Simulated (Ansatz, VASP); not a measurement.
# Two plane-wave programs on Au

File INCAR:

```
PREC = Accurate
ENCUT = 500
EDIFF = 1E-6
ISMEAR = 0
SIGMA = 0.1
LREAL = F
LASPH = T
NELM = 120
ALGO = Normal
ISIF = 2
LWAVE = F
LCHARG = T
GGA = PS
LELF = T
LVHAR = T
NBANDS = 12
GGA_COMPAT = F
```

File KPOINTS:

```
Automatic mesh
0
Gamma
  6 6 6
```

POSCAR

```
Au
1.0
    0.0000000000      2.0417677953      2.0417677953
    2.0417677953      0.0000000000      2.0417677953
    2.0417677953      2.0417677953      0.0000000000
Au
1
Direct
    0.0000000000      0.0000000000      0.0000000000
```

Input for Ansatz:

```yaml
crystal:
  lattice:
    - [0.0, 2.0417677953, 2.0417677953]
    - [2.0417677953, 0.0, 2.0417677953]
    - [2.0417677953, 2.0417677953, 0.0]
  atoms:
    - { symbol: Au, position: [0.0, 0.0, 0.0] }
basis:
  ecutwfc: 420
kpoints:
  mp_grid: { grid: [6, 6, 6] }
hamiltonian:
  xc: pbesol
  pseudopotentials: { kind: paw, azcp: { folder: soft_1 } }
scf:
  occupations: { method: gaussian, width: 0.1 }
output:
  forces: true
  stress: true
  eigenvalues: true
```

Alike in both runs: task single point; functional PBEsol; k mesh 6 × 6 × 6; occupations gaussian, width 0.1 eV; no spin polarisation.

|  | VASP | Ansatz |
| --- | --- | --- |
| version | VASP 6.6.1 | Ansatz 0.2.0 |
| potentials or method | VASP PAW PBE potentials, release 64 (Au), cutoff 500 eV | scalar-relativistic, plane waves, PAW |
| valence electrons in the cell | 11 | 19 |

VASP gave:

```
gap on the k mesh at the Fermi level (eV) : none
pressure (GPa)                            : 1.0
```

Q: What did Ansatz give for the same quantities?

A: gap on the k mesh at the Fermi level (eV): none; pressure (GPa): 1.3.

VASP's potentials were made for PBE, not for PBEsol, and Ansatz warns of the same on its side. A gap of «none» marks a metal or a gap that the smearing closes. With one functional, cell and mesh, what is left measures potentials, basis and numerics. VASP's potentials hold 11 valence electrons a cell and Ansatz's 19, so a difference there can come from the potentials and not from the codes.

The k mesh is coarse, so the values compare programs but aren't converged. Spin-orbit coupling is off throughout.
